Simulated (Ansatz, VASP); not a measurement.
# Two plane-wave programs on MgO

```
Mg O
1.0
     4.25385    0.00000    0.00000
     0.00000   -4.25385    0.00000
     0.00000    0.00000   -4.25385
Mg O
4 4
Direct
  0.00000 0.00000 0.00000
  0.50000 0.50000 0.00000
  0.50000 0.00000 0.50000
  0.00000 0.50000 0.50000
  0.48237 0.00000 0.00000
  0.00000 0.50000 0.00000
  0.00000 0.00000 0.50000
  0.50000 0.50000 0.50000
```

Alike in both runs: task single point; functional PBE; k mesh 6 × 6 × 6; occupations gaussian, width 0.05 eV; no spin polarisation.

|  | VASP | Ansatz |
| --- | --- | --- |
| version | VASP 6.6.1 | Ansatz 0.2.0 |
| potentials or method | VASP PAW PBE potentials, release 64 (Mg, O), cutoff 520 eV | scalar-relativistic, plane waves, PAW |
| valence electrons in the cell | 32 | 64 |

```csv
,VASP,Ansatz,Ansatz less VASP
gap on the k mesh at the Fermi level (eV),4.43,4.45,+0.017
least direct gap on the mesh (eV),4.43,4.45,+0.017
pressure (GPa),-0.6,0.1,+0.74
"traceless stress, the component that is largest in VASP (GPa)",0.26,0.26,-0.002
rms of the force components (eV/Å),0.177,0.174,-0.0023
```

Atom by atom the forces differ by 0.002 eV/Å (rms over components). VASP's potentials hold 32 valence electrons a cell and Ansatz's 64, so a difference there can come from the potentials and not from the codes.
